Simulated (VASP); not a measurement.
A run of VASP 6.6.1 is set up as follows.

The input INCAR:

```
  PREC = Accurate
  ENCUT = 520
  EDIFF = 1E-6
  ISMEAR = 0
  SIGMA = 0.02
  LREAL = False
  LASPH = True
  NELM = 100
  ALGO = Normal
  ISIF = 2
  LWAVE = False
  LCHARG = False
  GGA = PS
  NBANDS = 26
```

The input KPOINTS:

```
Automatic mesh
0
Gamma
  12 12 6
```

The input POSCAR:

```
GaN
1.0
    3.2452102281      0.0000000000      0.0000000000
   -1.6226051141      2.8104344982      0.0000000000
    0.0000000000      0.0000000000      5.2864348820
Ga N
2 2
Direct
    0.3333333333      0.6666666667     -0.0008522796
    0.6666666667      0.3333333333      0.4991477204
    0.3333333333      0.6666666667      0.3758522796
    0.6666666667      0.3333333333      0.8758522796
```

Potentials or basis: VASP PAW PBE potentials, release 64 (Ga_d, N).

Run with:

```console
$ cat potpaw_PBE.64/Ga_d/POTCAR potpaw_PBE.64/N/POTCAR > POTCAR
$ mpirun -np 1 vasp_std > vasp.out
```

Task: What does it give for the band gap on the k mesh?

Result: 1.51 eV, direct.

Task: Predict the pressure.

Result: -9.8 GPa.

Task: Estimate the largest force.

Result: 0.007 eV/Å.

Forces on the atoms (eV/Å):
```
Ga   0.000  0.000 -0.007
Ga   0.000  0.000 -0.007
N    0.000  0.000  0.007
N    0.000  0.000  0.007
```

Caveat: the PAW data sets were made with another functional, which shifts forces and pressure a little.
